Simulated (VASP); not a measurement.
A run of VASP 6.6.1 is set up as follows.

File INCAR:

```
SYSTEM = WSe2
PREC = Accurate
ENCUT = 520
EDIFF = 1E-6
ISMEAR = 0
SIGMA = 0.05
LREAL = .False.
LASPH = .True.
NELM = 100
ALGO = Normal
ISIF = 2
LWAVE = .False.
LCHARG = .False.
NBANDS = 20
```

The input KPOINTS:

```
Automatic mesh
0
Gamma
  9 9 2
  0 0 0
```

POSCAR

```
WSe2
1.0
    3.1174922976      0.0000000000      0.0000000000
   -1.5587461488      2.6998275258      0.0000000000
    0.0000000000      0.0000000000     16.6603124568
W Se
1 2
Direct
    0.0000000000      0.0000000000     -0.0030940386
    0.3333333333      0.6666666667      0.1035294014
    0.3333333333      0.6666666667      0.9036733446
```

Potentials or basis: VASP PAW LDA potentials, release 64 (W_sv, Se).

Run with:

```sh
$ cat potpaw_LDA.64/W_sv/POTCAR potpaw_LDA.64/Se/POTCAR > POTCAR
$ mpirun -np 1 vasp_std > vasp.out
```

(1) Predict the band gap on the k mesh.

(2) Predict the largest force.

Answers

(1) 1.69 eV, indirect (least direct gap 2.26 eV).

(2) 4.160 eV/Å.

Caveat: spin-orbit coupling is left out, which moves the levels of the heavy elements.
